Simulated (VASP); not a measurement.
Here is a VASP 6.6.1 calculation.

The input INCAR:

```
SYSTEM = SiAu
PREC = Accurate
ENCUT = 520
EDIFF = 1E-6
ISMEAR = 0
SIGMA = 0.1
LREAL = Auto
LASPH = .TRUE.
NELM = 80
ALGO = Normal
ISIF = 2
LWAVE = .FALSE.
LCHARG = .FALSE.
GGA = PE
NBANDS = 108
LUSENCCL = .FALSE.
```

KPOINTS

```
regular mesh
0
G
  4 4 5
  0 0 0
```

File POSCAR:

```
SiAu
1.0
    7.4828020000     -0.1664040000     -0.0081680000
   -0.1506290000      7.7478460000      0.7496730000
   -0.0140460000      0.7898590000      7.7259130000
Si Au
12 12
Direct
    0.6400814406      0.2419710967      0.1170362301
    0.4574585695      0.3921397307      0.2888562713
    0.2071816625      0.9629503465      0.1813013316
    0.8942024460      0.3826288347      0.5159866594
    0.4688307191      0.8312603507      0.7536157017
    0.7511467828      0.0737982861      0.7797389320
    0.8823337762      0.8691590319      0.0280094137
    0.1745101299      0.4277080269      0.1495042878
    0.7768537913      0.1185520638      0.4231840470
    0.7868609903      0.7953255860      0.4693774056
    0.7607830793      0.7077825041      0.8021160069
    0.0719631299      0.7645604248      0.6391846597
    0.3503917205      0.8120594277      0.4480415988
    0.7990046321      0.3846153978      0.8288441960
    0.1829991779      0.4490284701      0.6631463409
    0.0224986795      0.6336188586      0.3014568401
    0.9775129696      0.1752372448      0.1243175971
    0.4433815860      0.5079090038      0.9316022641
    0.5586015661      0.5066589877      0.5538581868
    0.4677845882      0.0251567804      0.9889774805
    0.6376897859      0.6957281139      0.2080457990
    0.1852093942      0.7633716099      0.9525891149
    0.0836801046      0.0979720704      0.6144731953
    0.4577485227      0.1423725588      0.5609351157
```

Potentials or basis: VASP PAW PBE potentials, release 64 (Si, Au).

Launch:

```console
$ cat potpaw_PBE.64/Si/POTCAR potpaw_PBE.64/Au/POTCAR > POTCAR
$ mpirun -np 1 vasp_std > vasp.out
```

**Question.** Estimate the pressure.

**Answer.** 0.0 GPa.

**Question.** What does it give for the largest force?

**Answer.** 0.241 eV/Å.

Stress tensor (GPa, compression positive):
```
-0.51 -0.04 -0.03
-0.04 -0.18 -0.39
-0.03 -0.39  0.59
```
